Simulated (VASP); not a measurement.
Mo, 1 atom in the cell. Symmetry: Im-3m, No. 229, cubic system. Conventional cell: a = 3.209 Å, b = 3.209 Å, c = 3.209 Å, α = 90.00°, β = 90.00°, γ = 90.00°. Mo (site symmetry m-3m) has 14 Mo at 2.78 to 3.21 Å within 3.7 Å.  This cell differs from its parent crystal: volume scaled by 1.04.

* Program: VASP 6.6.1
* Task: single point
* Functional: LDA
* Potentials or basis: VASP PAW LDA potentials, release 64 (Mo_sv)
* Cutoff: 520 eV
* k mesh: 12 × 12 × 12
* Occupations: fermi-dirac, width 0.05 eV
* Spin: no spin polarisation
* Dipole correction: no
* Further INCAR settings: ALGO = Normal; EDIFF = 1e-06; NBANDS = 13

Potentials or basis: VASP PAW LDA potentials, release 64 (Mo_sv).

The run is started by

```sh
$ cat potpaw_LDA.64/Mo_sv/POTCAR > POTCAR
$ mpirun -np 1 vasp_std > vasp.out
```

Hardware: 1 thread of Intel(R) Xeon(R) Platinum 8375C CPU @ 2.90GHz (Ice Lake) (shared host).

Q: Estimate the wall time of this run.

A: It took 11 s on 1 thread of Intel(R) Xeon(R) Platinum 8375C CPU @ 2.90GHz (Ice Lake) (shared host), peak memory 0.13 GiB. Counts: scf iterations 11, k points 72.
